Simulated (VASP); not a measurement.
# Pb: relaxation of cell and atoms with r2SCAN

Crystal: Pb.

```xyz
1
Lattice="0.0000 2.4750 2.4750 2.4750 0.0000 2.4750 2.4750 2.4750 0.0000" Properties=species:S:1:pos:R:3 pbc="T T T"
Pb    0.0000    0.0000    0.0000
```

```yaml
Program: VASP 6.6.1
Task: relaxation of cell and atoms
Functional: r2SCAN
Potentials_or_basis: VASP PAW PBE potentials, release 64 (Pb_d)
Cutoff: 600 eV
k_mesh: 9 × 9 × 9
Occupations: fermi-dirac, width 0.05 eV
Spin: no spin polarisation
Dipole_correction: no
Further_INCAR_settings: ALGO = Normal; EDIFF = 1e-07; IBRION = 2; EDIFFG = -0.01; NSW = 60; ISIF = 3
```

```json
{
  "Relaxed volume": "31.06 Å³/atom",
  "Relaxed cell": "a = 3.528 Å, b = 3.528 Å, c = 3.528 Å, α = 60.00°, β = 60.00°, γ = 60.00°",
  "Space group after relaxing (to 0.05 Å)": "Fm-3m (No. 225)",
  "Energy gained by relaxing": "2.6 meV/atom",
  "Ionic steps": "3",
  "Pressure after relaxing": "0.0 GPa",
  "Band gap on the k mesh": "zero (band 7 reaches 14.49 eV, above the bottom of band 8 at 5.36 eV)"
}
```

The path:
| step | energy change (eV) | largest force (eV/Å) | pressure (GPa) | volume (Å³) |
| --- | --- | --- | --- | --- |
| 1 | 0.0000 | 0.0000 | 1.18 | 30.32 |
| 2 | -0.0024 | 0.0000 | -0.36 | 31.31 |
| 3 | -0.0026 | 0.0000 | 0.01 | 31.06 |

Final structure:
```yaml
crystal:
  lattice:
    - [0.00000, 2.49498, 2.49498]
    - [2.49498, 0.00000, 2.49498]
    - [2.49498, 2.49498, 0.00000]
  atoms:
    - { symbol: Pb, position: [0.00000, 0.00000, 0.00000] }
```

Levels at points of the mesh, in eV from the Fermi level:
| k point | band 3 | band 4 | band 5 | band 6 | band 7 | band 8 | band 9 | band 10 | band 11 |
| --- | --- | --- | --- | --- | --- | --- | --- | --- | --- |
| (0.00, 0.00, 0.00) | -17.56 | -17.42 | -17.42 | -11.98 | 7.69 | 7.69 | 7.69 | 10.56 | 12.13 |

Wall time 2 min on 1 thread of Intel(R) Xeon(R) Platinum 8559C (Emerald Rapids), on a shared host, peak memory 0.18 GiB.

The cell as given is a measured one (30.32 Å³/atom); r2SCAN puts the equilibrium volume +2.4 % from it, thermal expansion not counted.

Caveat: the PAW data sets were made with another functional, which shifts forces and pressure a little; spin-orbit coupling is left out, which moves the levels of the heavy elements.
